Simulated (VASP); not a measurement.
# P (P4/mmm) in VASP: further runs

The runs below take P through single point, with PBEsol.

Program: VASP 6.6.1. These are calculated values, not measurements. Logs are shortened: lines on timing, memory, paths and dates and some standing lists are left out, and cuts for length are marked.

## (1) The cell of the first run

The structure is tetragonal, space group P4/mmm (No. 123). The conventional cell has a = 4.145 Å, b = 4.145 Å, c = 4.312 Å, α = 90.00°, β = 90.00°, γ = 90.00°. P (site symmetry 4/mmm) has 6 P at 4.14 to 4.31 Å within 5.4 Å.

## (2) Single point, PBEsol (strain -0.030 along x and y, -0.015 along z)

Contents of INCAR:

```
  PREC = Accurate
  ENCUT = 500
  EDIFF = 1E-6
  ISMEAR = 0
  SIGMA = 0.15
  LREAL = False
  LASPH = True
  NELM = 120
  ALGO = Normal
  ISIF = 2
  LWAVE = False
  LCHARG = False
  GGA = PS
  NBANDS = 8
  GGA_COMPAT = False
```

Contents of KPOINTS:

```
regular mesh
0
Gamma
  12 12 12
```

Contents of POSCAR:

```
P
1.0
    4.1447177117      0.0000000000      0.0000000000
    0.0000000000      4.1447177117      0.0000000000
    0.0000000000      0.0000000000      4.3123300000
P
1
Direct
    0.0000000000      0.0000000000      0.0000000000
```

Potentials or basis: VASP PAW PBE potentials, release 64 (P).

Run with:

```sh
> cat potpaw_PBE.64/P/POTCAR > POTCAR
> mpirun -np 1 vasp_std > vasp.out
```

OUTCAR:

```text
PREC = Accurate
   ENCUT = 500
   EDIFF = 1E-6
   ISMEAR = 0
   LREAL = False
   LASPH = True
   NELM = 120
   ISIF = 2
   GGA = PS

 ion  position               nearest neighbor table
   1  0.000  0.000  0.000-

  LATTYP: Found a simple tetragonal cell.
 ALAT       =     4.1447177117
 C/A-ratio  =     1.0404399768

  Lattice vectors:

 A1 = (   4.1447177117,   0.0000000000,   0.0000000000)
 A2 = (   0.0000000000,   4.1447177117,   0.0000000000)
 A3 = (   0.0000000000,   0.0000000000,   4.3123300000)

Analysis of symmetry for initial positions (statically):
=====================================================================
 Subroutine PRICEL returns:
 Original cell was already a primitive cell.

 Routine SETGRP: Setting up the symmetry group for a
 simple tetragonal supercell.

 Subroutine GETGRP returns: Found 16 space group operations
 (whereof 16 operations were pure point group operations)
 out of a pool of 16 trial point group operations.

The static configuration has the point symmetry D_4h.

Analysis of symmetry for dynamics (positions and initial velocities):
=====================================================================
 Subroutine PRICEL returns:
 Original cell was already a primitive cell.

 Routine SETGRP: Setting up the symmetry group for a
 simple tetragonal supercell.

 Subroutine GETGRP returns: Found 16 space group operations
 (whereof 16 operations were pure point group operations)
 out of a pool of 16 trial point group operations.

The dynamic configuration has the point symmetry D_4h.

 Subroutine INISYM returns: Found 16 space group operations
 (whereof 16 operations are pure point group operations),
 and found     1 'primitive' translations

----------------------------------------------------------------------------------------

                                     Primitive cell

  volume of cell :      74.0802

  direct lattice vectors                    reciprocal lattice vectors
     4.144717712  0.000000000  0.000000000     0.241270955  0.000000000  0.000000000
     0.000000000  4.144717712  0.000000000     0.000000000  0.241270955  0.000000000
     0.000000000  0.000000000  4.312330000     0.000000000  0.000000000  0.231893199

  length of vectors
     4.144717712  4.144717712  4.312330000     0.241270955  0.241270955  0.231893199

  position of ions in fractional coordinates (direct lattice)
     0.000000000  0.000000000  0.000000000

  ion indices of the primitive-cell ions
   primitive index   ion index
                 1           1

----------------------------------------------------------------------------------------

 KPOINTS: regular mesh

Automatic generation of k-mesh.
 Grid dimensions read from file:
 generate k-points for:   12   12   12

 Generating k-lattice:

  Cartesian coordinates                     Fractional coordinates (reciprocal lattice)
     0.020105913  0.000000000  0.000000000     0.083333333  0.000000000  0.000000000
     0.000000000  0.020105913  0.000000000     0.000000000  0.083333333  0.000000000
     0.000000000  0.000000000  0.019324433     0.000000000  0.000000000  0.083333333

  Length of vectors
     0.020105913  0.020105913  0.019324433

  Shift w.r.t. Gamma in fractional coordinates (k-lattice)
     0.000000000  0.000000000  0.000000000

 Subroutine IBZKPT returns following result:
 ===========================================

 Found    196 irreducible k-points:

 Following reciprocal coordinates:
            Coordinates               Weight
  0.000000  0.000000  0.000000      1.000000
  0.083333  0.000000  0.000000      4.000000
  0.166667  0.000000  0.000000      4.000000
  0.250000  0.000000  0.000000      4.000000
  0.333333  0.000000  0.000000      4.000000
  0.416667  0.000000  0.000000      4.000000
[... 16 lines left out ...]
  0.333333  0.333333  0.000000      4.000000
  0.416667  0.333333  0.000000      8.000000
 [... further k-points ...]
   k-points           NKPTS =    196   k-points in BZ     NKDIM =    196   number of bands    NBANDS=      8
   number of dos      NEDOS =    301   number of ions     NIONS =      1
   total plane-waves  NPLWV =  28800
   dimension x,y,z NGX =    30 NGY =   30 NGZ =   32
   dimension x,y,z NGXF=    60 NGYF=   60 NGZF=   64
   ions per type =               1
   NGX,Y,Z   is equivalent  to a cutoff of  12.03, 12.03, 12.34 a.u.
   NGXF,Y,Z  is equivalent  to a cutoff of  24.07, 24.07, 24.67 a.u.
 SYSTEM =  unknown system
   PREC   = accura    normal or accurate (medium, high low for compatibility)
   ISTART =      0    job   : 0-new  1-cont  2-samecut
   ICHARG =      2    charge: 1-file 2-atom 10-const
   ISPIN  =      1    spin polarized calculation?
   LNONCOLLINEAR =      F non collinear calculations
   LSORBIT =      F    spin-orbit coupling
   LASPH  =      T    aspherical Exc in radial PAW
   ENCUT  =  500.0 eV  36.75 Ry    6.06 a.u.   7.56  7.56  7.86*2*pi/ulx,y,z
   NELM   =    120;   NELMIN=  2; NELMDL= -5     # of ELM steps
   EDIFF  = 0.1E-05   stopping-criterion for ELM
   LREAL  =      F    real-space projection
   EDIFFG = 0.1E-04   stopping-criterion for IOM
   NSW    =      0    number of steps for IOM
   IBRION =     -1    ionic relax: 0-MD 1-quasi-New 2-CG
   NFREE  =      0    steps in history (QN), initial steepest desc. (CG)
   ISIF   =      2    stress and relaxation
   ISYM   =      2    0-nonsym 1-usesym 2-fastsym
   POTIM  = 0.5000    time-step for ionic-motion
   TEBEG  =    0.0;   TEEND  =   0.0 temperature during run
   PSTRESS=    0.0 pullay stress
   NELECT =       5.0000    total number of electrons
   NUPDOWN=      -1.0000    fix difference up-down
   EMIN   =  10.00;   EMAX   =-10.00  energy-range for DOS
   EFERMI =   0.00;   METHOD = LEGACY
   ISMEAR =     0;   SIGMA  =   0.15  broadening in eV -4-tet -1-fermi 0-gaus
   EFERMI_NEDOS =   21; number of points for ismear=-14 and -15
   IALGO  =     38    algorithm
   IMIX   =      4    mixing-type and parameters
     AMIX     =   0.40;   BMIX     =  1.00
     AMIX_MAG =   1.60;   BMIX_MAG =  1.00
  volume/ion in A,a.u.               =      74.08       499.92
  Fermi-wavevector in a.u.,A,eV,Ry     =   0.666547  1.259591  6.044866  0.444285
  Thomas-Fermi vector in A             =   1.740882
   LORBIT       =      0    0 simple, 1 ext, 2 COOP (PROOUT), +10 PAW based schemes
   GGA     = PS    functional components
   LHFCALC =     F    Hartree Fock is set to
   AEXX    =    0.0000 exact exchange contribution
   IVDW    =     0    specifies the selected vdW correction
   LEPSILON=     F    determine dielectric tensor
   LRPA    =     F    only Hartree local field effects (RPA)
 non-spin polarized calculation
 Gauss-broadening in eV      SIGMA  =   0.15
  energy-cutoff  :      500.00
  volume of cell :       74.08
 maximum number of plane-waves:      1920
   NGX = 15   NGY = 15   NGZ = 15

 number of electron       5.0000001 magnetization

 Free energy of the ion-electron system (eV)
  ---------------------------------------------------
  ext. energy  EPLUGINS =         0.00000000
  ---------------------------------------------------
  free energy    TOTEN  =        -1.34444977 eV

  energy without entropy =       -1.31077948  energy(sigma->0) =       -1.32761462

 E-fermi :  -2.8780     XC(G=0):  -5.2921

 val. band max:       -2.8796486156   @ k =   0.2500   0.2500   0.3333
 cond. band min:      -2.8758280979   @ k =   0.4167   0.0833   0.2500
 fundamental gap:      0.0038205177
 Fermi energy:        -2.8779886104

 k-point     1 :       0.0000    0.0000    0.0000
  band No.  band energies     occupation
      1     -11.6666      2.00000
      2      -2.4110      0.00001
      3      -2.2130      0.00000
      4      -2.2130      0.00000
      5       1.8347      0.00000
      6       4.5693      0.00000
      7       4.7075      0.00000
      8       9.4294      0.00000

 k-point     2 :       0.0833    0.0000    0.0000
  band No.  band energies     occupation
      1     -11.6527      2.00000
      2      -2.3990      0.00001
      3      -2.3603      0.00000
      4      -2.2018      0.00000
      5       1.9634      0.00000
      6       4.6285      0.00000
      7       4.8295      0.00000
      8       8.8991      0.00000

 k-point     3 :       0.1667    0.0000    0.0000
  band No.  band energies     occupation
      1     -11.6141      2.00000
      2      -2.7191      0.13406
      3      -2.3659      0.00000
      4      -2.1709      0.00000
      5       2.2805      0.00000
      6       4.7578      0.00000
      7       5.1738      0.00000
      8       8.1814      0.00000

 k-point     4 :       0.2500    0.0000    0.0000
  band No.  band energies     occupation
      1     -11.5599      2.00000
      2      -3.1392      1.98620
      3      -2.3196      0.00000
      4      -2.1278      0.00000
      5       2.6840      0.00000
      6       4.9390      0.00000
      7       5.5009      0.00000
      8       7.5507      0.00000

 k-point     5 :       0.3333    0.0000    0.0000
  band No.  band energies     occupation
      1     -11.5037      2.00000
      2      -3.5071      2.00000
      3      -2.2719      0.00000
      4      -2.0834      0.00000
      5       3.1253      0.00000
      6       5.1458      0.00000
      7       5.4717      0.00000
      8       7.0663      0.00000
[... 177 lines left out ...]
 k-point    22 :       0.5000    0.2500    0.0000
  band No.  band energies     occupation
      1     -11.3469      2.00000
      2      -3.6720      2.00000
      3      -2.8429      0.74051
      4      -2.1420      0.00000
      5       3.8204      0.00000
      6       4.6262      0.00000
      7       6.5482      0.00000
      8       6.8962      0.00000

 k-point    23 :       0.3333    0.3333    0.0000
  band No.  band energies     occupation
      1     -11.3500      2.00000
      2      -3.3106      1.99995
      3      -3.2217      1.99881
      4      -2.1448      0.00000
      5       3.5854      0.00000
      6       4.7568      0.00000
      7       6.8495      0.00000
      8       7.0938      0.00000

 k-point    24 :       0.4167    0.3333    0.0000
  band No.  band energies     occupation
      1     -11.3101      2.00000
      2      -3.5009      2.00000
      3      -3.1994      1.99756
      4      -2.1122      0.00000
      5       3.4286      0.00000
      6       4.9009      0.00000
      7       6.9782      0.00000
      8       7.1221      0.00000

 [... further k-points ...]
[... 5 lines left out ...]
  --------------------------------------------------------------------------------------
  -------------------------------------------------------------------------------------
  Total       -2.2236393     -2.2236393     -1.8750335      0.0000000      0.0000000      0.0000000
  in kB      -48.0920193    -48.0920193    -40.5525065      0.0000000      0.0000000      0.0000000
  external PRESSURE =     -45.5788483 kB  Pullay stress =       0.0000000 kB

 VOLUME and BASIS-vectors are now :
 -----------------------------------------------------------------------------
  energy-cutoff  :      500.00
  volume of cell :       74.08
      direct lattice vectors                 reciprocal lattice vectors
     4.144717712  0.000000000  0.000000000     0.241270955  0.000000000  0.000000000
     0.000000000  4.144717712  0.000000000     0.000000000  0.241270955  0.000000000
     0.000000000  0.000000000  4.312330000     0.000000000  0.000000000  0.231893199

 POSITION                                       TOTAL-FORCE (eV/Angst)
 -----------------------------------------------------------------------------------
      0.00000      0.00000      0.00000         0.000000      0.000000      0.000000
 -----------------------------------------------------------------------------------
    total drift:                               -0.000000      0.000000      0.000000

  FREE ENERGIE OF THE ION-ELECTRON SYSTEM (eV)
  ---------------------------------------------------
  free  energy   TOTEN  =        -1.3444497659 eV

  energy  without entropy=       -1.3107794784  energy(sigma->0) =       -1.32761462
```

Run time: 50 s. Hardware: 1 thread of Intel Xeon Platinum 8375C at 2.90GHz (Ice Lake), shared host; peak memory 0.23 GiB.

Results:

* Free energy: -1.3444 eV
* Pressure: -4.6 GPa

Levels at points of the mesh, in eV from the Fermi level:
```
           k point  band 1  band 2  band 3  band 4  band 5
(0.00, 0.00, 0.00)   -8.79    0.47    0.66    0.66    4.71
(0.50, 0.00, 0.00)   -8.57   -0.96    0.66    0.84    6.68
(0.50, 0.50, 0.00)   -8.36   -0.61   -0.61    0.82    5.81
(0.00, 0.00, 0.50)   -8.63   -0.88    0.80    0.80    6.63
(0.50, 0.00, 0.50)   -8.42   -0.68   -0.52    0.95    5.78
(0.50, 0.50, 0.50)   -8.23   -0.38   -0.38   -0.22    6.82
```

Caveat: the cell differs from its parent crystal (strain -0.030 along x and y, -0.015 along z); the PAW data sets were made with another functional, which shifts forces and pressure a little.

## (3) Single point, PBEsol (strain -0.015 along x and y, +0.015 along z)

Contents of INCAR:

```
SYSTEM = P
PREC = Accurate
ENCUT = 500
EDIFF = 1E-6
ISMEAR = 0
SIGMA = 0.15
LREAL = .False.
LASPH = .True.
NELM = 120
ALGO = Normal
ISIF = 2
LWAVE = .False.
LCHARG = .False.
GGA = PS
NBANDS = 8
GGA_COMPAT = .False.
```

Contents of KPOINTS:

```
regular mesh
0
Gamma
  12 12 12
  0 0 0
```

Contents of POSCAR:

```
P
1.0
    4.2088112845      0.0000000000      0.0000000000
    0.0000000000      4.2088112845      0.0000000000
    0.0000000000      0.0000000000      4.4436700000
P
1
Direct
    0.0000000000      0.0000000000      0.0000000000
```

Potentials or basis: VASP PAW PBE potentials, release 64 (P).

Run with:

```sh
> cat potpaw_PBE.64/P/POTCAR > POTCAR
> mpirun -np 1 vasp_std > vasp.out
```

Run time: 42 s. Hardware: 1 thread of Intel Xeon Platinum 8375C at 2.90GHz (Ice Lake), shared host; peak memory 0.23 GiB.

The run converged. Its results:

| Property | Result |
| --- | --- |
| Free energy | -1.2252 eV |
| Pressure | -4.0 GPa |

Stress tensor (GPa, compression positive):
```
-4.31  0.00  0.00
 0.00 -4.31  0.00
 0.00  0.00 -3.35
```

Levels at points of the mesh, in eV from the Fermi level:
| k point | band 1 | band 2 | band 3 | band 4 | band 5 | band 6 |
| --- | --- | --- | --- | --- | --- | --- |
| (0.00, 0.00, 0.00) | -8.75 | 0.37 | 0.62 | 0.62 | 4.64 | 7.40 |
| (0.50, 0.00, 0.00) | -8.55 | -0.88 | 0.55 | 0.78 | 6.56 | 7.62 |
| (0.50, 0.50, 0.00) | -8.37 | -0.55 | -0.55 | 0.70 | 5.86 | 8.17 |
| (0.00, 0.00, 0.50) | -8.62 | -0.77 | 0.72 | 0.72 | 6.48 | 7.45 |
| (0.50, 0.00, 0.50) | -8.44 | -0.64 | -0.44 | 0.87 | 5.83 | 8.16 |
| (0.50, 0.50, 0.50) | -8.27 | -0.36 | -0.36 | -0.17 | 6.79 | 7.01 |

Caveat: the cell differs from its parent crystal (strain -0.015 along x and y, +0.015 along z); the PAW data sets were made with another functional, which shifts forces and pressure a little.

(Part 1 of 2 ends here.)
